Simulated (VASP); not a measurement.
AlCo, 2 atoms in the cell. Symmetry: Pm-3m, No. 221, cubic system. Conventional cell: a = 2.857 Å, b = 2.857 Å, c = 2.857 Å, α = 90.00°, β = 90.00°, γ = 90.00°. Within 3.3 Å of Al (site symmetry m-3m) lie 8 Co at 2.47 Å and 6 Al at 2.86 Å. Within 3.3 Å of Co (site symmetry m-3m) lie 8 Al at 2.47 Å and 6 Co at 2.86 Å. 

* Program: VASP 6.6.1
* Task: single point
* Functional: PBE
* Potentials or basis: VASP PAW PBE potentials, release 64 (Al, Co)
* Cutoff: 520 eV
* k mesh: 10 × 10 × 10
* Occupations: fermi-dirac, width 0.1 eV
* Spin: collinear spin, ferromagnetic start
* Starting moments: [0.0, 2.5] μB
* Dipole correction: no
* Further INCAR settings: ALGO = Normal; EDIFF = 1e-07; NBANDS = 17

Potentials or basis: VASP PAW PBE potentials, release 64 (Al, Co).

Run with:

```bash
$ cat potpaw_PBE.64/Al/POTCAR potpaw_PBE.64/Co/POTCAR > POTCAR
$ mpirun -np 1 vasp_std > vasp.out
```

Hardware: 1 thread of Intel(R) Xeon(R) 6975P-C (Granite Rapids) (shared host).

How long does it take, and how much memory?

Run time: 17 s on 1 thread of Intel(R) Xeon(R) 6975P-C (Granite Rapids), on a shared host, peak memory 0.17 GiB. Counts: scf iterations 17, k points 56.
